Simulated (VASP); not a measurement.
# SnO (P2_1/m) in VASP: further runs

The runs below take SnO through single point, with PBEsol.

All numbers are computed with VASP 6.6.1; they aren't measurements. Logs are shortened: lines on timing, memory, paths and dates and some standing lists are left out, and cuts for length are marked.

## 1. The cell of the first run

Symmetry: P2_1/m, No. 11, monoclinic system. The conventional cell has a = 3.880 Å, b = 3.880 Å, c = 4.751 Å, α = 90.00°, β = 90.00°, γ = 90.00°. Within 2.8 Å of Sn (site symmetry m) lie 4 O at 2.09 to 2.43 Å. Within 2.8 Å of O (site symmetry m) lie 4 Sn at 2.09 to 2.43 Å and 4 O at 2.69 to 2.79 Å.

## 2. Single point, PBEsol

INCAR reads:

```
SYSTEM = SnO
PREC = Accurate ; ENCUT = 520
EDIFF = 1E-7 ; ISMEAR = 0
SIGMA = 0.15 ; LREAL = .FALSE.
LASPH = .TRUE. ; NELM = 60
ALGO = Normal ; ISIF = 2
LWAVE = .FALSE. ; LCHARG = .FALSE.
GGA = PS ; NBANDS = 28
```

KPOINTS reads:

```
regular mesh
0
G
  10 10 8
  0 0 0
```

POSCAR reads:

```
SnO
1.0
    3.8803391402      0.0000000000      0.0000000000
    0.0000000000      3.8803391402      0.0000000000
    0.0000000000      0.0000000000      4.7505758552
Sn O
2 2
Direct
   -0.0609843602      0.5000000000      0.2424656074
    0.5609843602      0.0000000000      0.7575343926
    0.0092339863      0.0000000000      0.0000000000
    0.4907660137      0.5000000000      0.0000000000
```

Potentials or basis: VASP PAW PBE potentials, release 64 (Sn_d, O).

Launch:

```console
cat potpaw_PBE.64/Sn_d/POTCAR potpaw_PBE.64/O/POTCAR > POTCAR
mpirun -np 1 vasp_std > vasp.out
```

OUTCAR:

```text
SYSTEM = SnO
   PREC = Accurate
   ENCUT = 520
   EDIFF = 1E-7
   ISMEAR = 0
   LREAL = .FALSE.
   LASPH = .TRUE.
   NELM = 60
   ISIF = 2
   GGA = PS

 ion  position               nearest neighbor table
   1  0.939  0.500  0.242-   4 2.09   3 2.27   3 2.27   4 2.43   2 3.35   2 3.35   2 3.45   2 3.45

   2  0.561  0.000  0.758-   3 2.09   4 2.27   4 2.27   3 2.43   1 3.35   1 3.35   1 3.45   1 3.45

   3  0.009  0.000  0.000-   2 2.09   1 2.27   1 2.27   2 2.43
   4  0.491  0.500  0.000-   1 2.09   2 2.27   2 2.27   1 2.43

  LATTYP: Found a simple tetragonal cell.
 ALAT       =     3.8803391402
 C/A-ratio  =     1.2242682105

  Lattice vectors:

 A1 = (   3.8803391402,   0.0000000000,   0.0000000000)
 A2 = (   0.0000000000,   3.8803391402,   0.0000000000)
 A3 = (   0.0000000000,   0.0000000000,   4.7505758552)

Analysis of symmetry for initial positions (statically):
=====================================================================
 Subroutine PRICEL returns:
 Original cell was already a primitive cell.

 Routine SETGRP: Setting up the symmetry group for a
 simple tetragonal supercell.

 Subroutine GETGRP returns: Found  4 space group operations
 (whereof  2 operations were pure point group operations)
 out of a pool of 16 trial point group operations.

The static configuration has the point symmetry C_1h.
 The point group associated with its full space group is C_2h.

Analysis of symmetry for dynamics (positions and initial velocities):
=====================================================================
 Subroutine PRICEL returns:
 Original cell was already a primitive cell.

 Routine SETGRP: Setting up the symmetry group for a
 simple tetragonal supercell.

 Subroutine GETGRP returns: Found  4 space group operations
 (whereof  2 operations were pure point group operations)
 out of a pool of 16 trial point group operations.

The dynamic configuration has the point symmetry C_1h.
 The point group associated with its full space group is C_2h.

 Subroutine INISYM returns: Found  4 space group operations
 (whereof  2 operations are pure point group operations),
 and found     1 'primitive' translations

----------------------------------------------------------------------------------------

                                     Primitive cell

  volume of cell :      71.5296

  direct lattice vectors                    reciprocal lattice vectors
     3.880339140  0.000000000  0.000000000     0.257709433  0.000000000  0.000000000
     0.000000000  3.880339140  0.000000000     0.000000000  0.257709433  0.000000000
     0.000000000  0.000000000  4.750575855     0.000000000  0.000000000  0.210500796

  length of vectors
     3.880339140  3.880339140  4.750575855     0.257709433  0.257709433  0.210500796

  position of ions in fractional coordinates (direct lattice)
     0.939015640  0.500000000  0.242465607
     0.560984360  0.000000000  0.757534393
     0.009233986  0.000000000  0.000000000
     0.490766014  0.500000000  0.000000000

  ion indices of the primitive-cell ions
   primitive index   ion index
                 1           1
                 2           2
                 3           3
                 4           4

----------------------------------------------------------------------------------------

 KPOINTS: regular mesh

Automatic generation of k-mesh.
 Grid dimensions read from file:
 generate k-points for:   10   10    8

 Generating k-lattice:

  Cartesian coordinates                     Fractional coordinates (reciprocal lattice)
     0.025770943  0.000000000  0.000000000     0.100000000  0.000000000  0.000000000
     0.000000000  0.025770943  0.000000000     0.000000000  0.100000000  0.000000000
     0.000000000  0.000000000  0.026312600     0.000000000  0.000000000  0.125000000

  Length of vectors
     0.025770943  0.025770943  0.026312600

  Shift w.r.t. Gamma in fractional coordinates (k-lattice)
     0.000000000  0.000000000  0.000000000

 Subroutine IBZKPT returns following result:
 ===========================================

 Found    252 irreducible k-points:

 Following reciprocal coordinates:
            Coordinates               Weight
  0.000000  0.000000  0.000000      1.000000
  0.100000  0.000000  0.000000      2.000000
  0.000000  0.100000  0.000000      2.000000
  0.200000  0.000000  0.000000      2.000000
  0.000000  0.200000  0.000000      2.000000
  0.300000  0.000000  0.000000      2.000000
[... 16 lines left out ...]
 -0.200000  0.300000  0.000000      4.000000
  0.400000  0.200000  0.000000      4.000000
 [... further k-points ...]
   k-points           NKPTS =    252   k-points in BZ     NKDIM =    252   number of bands    NBANDS=     28
   number of dos      NEDOS =    301   number of ions     NIONS =      4
   total plane-waves  NPLWV =  32400
   dimension x,y,z NGX =    30 NGY =   30 NGZ =   36
   dimension x,y,z NGXF=    60 NGYF=   60 NGZF=   72
   ions per type =               2   2
   NGX,Y,Z   is equivalent  to a cutoff of  12.85, 12.85, 12.60 a.u.
   NGXF,Y,Z  is equivalent  to a cutoff of  25.71, 25.71, 25.20 a.u.
 SYSTEM =  SnO
   PREC   = accura    normal or accurate (medium, high low for compatibility)
   ISTART =      0    job   : 0-new  1-cont  2-samecut
   ICHARG =      2    charge: 1-file 2-atom 10-const
   ISPIN  =      1    spin polarized calculation?
   LNONCOLLINEAR =      F non collinear calculations
   LSORBIT =      F    spin-orbit coupling
   LASPH  =      T    aspherical Exc in radial PAW
   ENCUT  =  520.0 eV  38.22 Ry    6.18 a.u.   7.21  7.21  8.83*2*pi/ulx,y,z
   NELM   =     60;   NELMIN=  2; NELMDL= -5     # of ELM steps
   EDIFF  = 0.1E-06   stopping-criterion for ELM
   LREAL  =      F    real-space projection
   EDIFFG = 0.1E-05   stopping-criterion for IOM
   NSW    =      0    number of steps for IOM
   IBRION =     -1    ionic relax: 0-MD 1-quasi-New 2-CG
   NFREE  =      0    steps in history (QN), initial steepest desc. (CG)
   ISIF   =      2    stress and relaxation
   ISYM   =      2    0-nonsym 1-usesym 2-fastsym
   POTIM  = 0.5000    time-step for ionic-motion
   TEBEG  =    0.0;   TEEND  =   0.0 temperature during run
   PSTRESS=    0.0 pullay stress
   NELECT =      40.0000    total number of electrons
   NUPDOWN=      -1.0000    fix difference up-down
   EMIN   =  10.00;   EMAX   =-10.00  energy-range for DOS
   EFERMI =   0.00;   METHOD = LEGACY
   ISMEAR =     0;   SIGMA  =   0.15  broadening in eV -4-tet -1-fermi 0-gaus
   EFERMI_NEDOS =   21; number of points for ismear=-14 and -15
   IALGO  =     38    algorithm
   IMIX   =      4    mixing-type and parameters
     AMIX     =   0.40;   BMIX     =  1.00
     AMIX_MAG =   1.60;   BMIX_MAG =  1.00
  volume/ion in A,a.u.               =      17.88       120.68
  Fermi-wavevector in a.u.,A,eV,Ry     =   1.348755  2.548777 24.750890  1.819139
  Thomas-Fermi vector in A             =   2.476398
   LORBIT       =      0    0 simple, 1 ext, 2 COOP (PROOUT), +10 PAW based schemes
   GGA     = PS    functional components
   LHFCALC =     F    Hartree Fock is set to
   AEXX    =    0.0000 exact exchange contribution
   IVDW    =     0    specifies the selected vdW correction
   LEPSILON=     F    determine dielectric tensor
   LRPA    =     F    only Hartree local field effects (RPA)
 non-spin polarized calculation
 Gauss-broadening in eV      SIGMA  =   0.15
  energy-cutoff  :      520.00
  volume of cell :       71.53
 maximum number of plane-waves:      1952
 NGX is ok and might be reduce to    30
   NGX = 15   NGY = 15   NGZ = 17

 number of electron      39.9999999 magnetization

 Free energy of the ion-electron system (eV)
  ---------------------------------------------------
  ext. energy  EPLUGINS =         0.00000000
  ---------------------------------------------------
  free energy    TOTEN  =       -23.90260899 eV

  energy without entropy =      -23.90194913  energy(sigma->0) =      -23.90227906

 E-fermi :   6.6975     XC(G=0): -10.3844

 val. band max:        6.5269748565   @ k =   0.0000   0.1000   0.0000
 cond. band min:       6.7885732437   @ k =   0.5000   0.4000   0.0000
 fundamental gap:      0.2615983873
 Fermi energy:         6.6974784146

 k-point     1 :       0.0000    0.0000    0.0000
  band No.  band energies     occupation
      1     -15.1744      2.00000
      2     -14.8221      2.00000
      3     -14.7783      2.00000
      4     -14.7381      2.00000
      5     -14.7138      2.00000
      6     -14.6951      2.00000
[... 20 lines left out ...]
     27      13.3056      0.00000
     28      14.1889      0.00000

 k-point     2 :       0.1000    0.0000    0.0000
  band No.  band energies     occupation
      1     -15.1718      2.00000
      2     -14.8293      2.00000
      3     -14.7764      2.00000
      4     -14.7345      2.00000
      5     -14.7137      2.00000
      6     -14.6964      2.00000
[... 20 lines left out ...]
     27      13.3469      0.00000
     28      14.7400      0.00000

 k-point     3 :       0.0000    0.1000    0.0000
  band No.  band energies     occupation
      1     -15.1712      2.00000
      2     -14.8370      2.00000
      3     -14.7757      2.00000
      4     -14.7393      2.00000
      5     -14.7112      2.00000
      6     -14.6968      2.00000
[... 20 lines left out ...]
     27      13.8757      0.00000
     28      14.4424      0.00000

 k-point     4 :       0.2000    0.0000    0.0000
  band No.  band energies     occupation
      1     -15.1650      2.00000
      2     -14.8549      2.00000
      3     -14.7711      2.00000
      4     -14.7278      2.00000
      5     -14.7166      2.00000
      6     -14.7005      2.00000
[... 578 lines left out ...]
     27      14.3896      0.00000
     28      15.2797      0.00000

 k-point    23 :      -0.2000    0.3000    0.0000
  band No.  band energies     occupation
      1     -15.1475      2.00000
      2     -14.9840      2.00000
      3     -14.7517      2.00000
      4     -14.7240      2.00000
      5     -14.7141      2.00000
      6     -14.6980      2.00000
[... 20 lines left out ...]
     27      14.5763      0.00000
     28      15.4042      0.00000

 k-point    24 :       0.4000    0.2000    0.0000
  band No.  band energies     occupation
      1     -15.1537      2.00000
      2     -14.9887      2.00000
      3     -14.7542      2.00000
      4     -14.7184      2.00000
      5     -14.7068      2.00000
      6     -14.6962      2.00000
[... 20 lines left out ...]
     27      14.1162      0.00000
     28      15.1838      0.00000

 [... further k-points ...]
[... 5 lines left out ...]
  --------------------------------------------------------------------------------------
  -------------------------------------------------------------------------------------
  Total       -0.2670633     -1.5189947      0.2725916      0.0000000      0.0000000      2.3314689
  in kB       -5.9819013    -34.0236737      6.1057285      0.0000000      0.0000000     52.2221292
  external PRESSURE =     -11.2999488 kB  Pullay stress =       0.0000000 kB

 VOLUME and BASIS-vectors are now :
 -----------------------------------------------------------------------------
  energy-cutoff  :      520.00
  volume of cell :       71.53
      direct lattice vectors                 reciprocal lattice vectors
     3.880339140  0.000000000  0.000000000     0.257709433  0.000000000  0.000000000
     0.000000000  3.880339140  0.000000000     0.000000000  0.257709433  0.000000000
     0.000000000  0.000000000  4.750575855     0.000000000  0.000000000  0.210500796

 POSITION                                       TOTAL-FORCE (eV/Angst)
 -----------------------------------------------------------------------------------
      3.64370      1.94017      1.15185         1.228478      0.000000      0.119257
      2.17681      0.00000      3.59872        -1.228478      0.000000     -0.119257
      0.03583      0.00000      0.00000        -0.029919      0.000000      0.368574
      1.90434      1.94017      0.00000         0.029919      0.000000     -0.368574
 -----------------------------------------------------------------------------------
    total drift:                                0.000000     -0.000000     -0.000000

  FREE ENERGIE OF THE ION-ELECTRON SYSTEM (eV)
  ---------------------------------------------------
  free  energy   TOTEN  =       -23.9026089861 eV

  energy  without entropy=      -23.9019491285  energy(sigma->0) =      -23.90227906
```

Wall time 2.9 min (1 thread of Intel Xeon 6975P-C (Granite Rapids), shared host); peak memory 0.48 GiB.

Results:

* Free energy: -23.9026 eV
* Pressure: -1.1 GPa
* Largest force: 1.234 eV/Å
* Band gap on the k mesh: 0.26 eV, indirect (least direct gap 1.76 eV)

Forces in eV/Å, atoms in the order of the input:
```
Sn   1.228  0.000  0.119
Sn  -1.228  0.000 -0.119
O   -0.030  0.000  0.369
O    0.030  0.000 -0.369
```

Stress tensor (GPa, compression positive):
```
-0.60  0.00  5.22
 0.00 -3.40  0.00
 5.22  0.00  0.61
```

Caveat: the PAW data sets were made with another functional, which shifts forces and pressure a little; spin-orbit coupling is left out, which moves the levels of the heavy elements.

[end of part 1 of 2]
